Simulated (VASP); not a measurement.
# Pb: single point with r2SCAN

Pb:

```xyz
4
Lattice="5.3770 0.0000 0.0000 -2.6885 4.6566 0.0000 0.0000 0.0000 6.1837" Properties=species:S:1:pos:R:3 pbc="T T T"
Pb    0.0000    0.0000    1.5459
Pb    0.0000    0.0000    4.6378
Pb    0.0000    3.1044    1.5459
Pb    2.6885    1.5522    4.6378
```

This isn't the form of Pb at room conditions, which is fcc.

```
Program                : VASP 6.6.1
Task                   : single point
Functional             : r2SCAN
Potentials or basis    : VASP PAW PBE potentials, release 64 (Pb_d)
Cutoff                 : 520 eV
k mesh                 : 12 × 12 × 8
Occupations            : gaussian, width 0.1 eV
Spin                   : no spin polarisation
Dipole correction      : no
Further INCAR settings : ALGO = Normal; EDIFF = 1e-07; NBANDS = 36
```

```
Pressure               : 0.0 GPa
Band gap on the k mesh : zero (bands 28 and 29 overlap by 2.21 eV)
```

Levels at points of the mesh, in eV from the Fermi level:
| k point | band 25 | band 26 | band 27 | band 28 | band 29 | band 30 | band 31 | band 32 |
| --- | --- | --- | --- | --- | --- | --- | --- | --- |
| (0.00, 0.00, 0.00) | -3.68 | -1.71 | -1.71 | -0.57 | -0.57 | 1.34 | 2.63 | 2.74 |
| (0.50, 0.00, 0.00) | -2.93 | -2.75 | -0.57 | -0.33 | -0.23 | -0.11 | 1.38 | 4.68 |
| (0.00, 0.00, 0.50) | -1.02 | -1.02 | -1.02 | -1.02 | -0.23 | -0.23 | 2.44 | 2.44 |
| (0.50, 0.00, 0.50) | -1.97 | -1.97 | -1.34 | -1.34 | 1.56 | 1.56 | 2.89 | 2.89 |

Run time: 43 min on 1 thread of Oxide Virtual Turin-like Processor, on a shared host, peak memory 0.51 GiB.

Caveat: the PAW data sets were made with another functional, which shifts forces and pressure a little; spin-orbit coupling is left out, which moves the levels of the heavy elements.
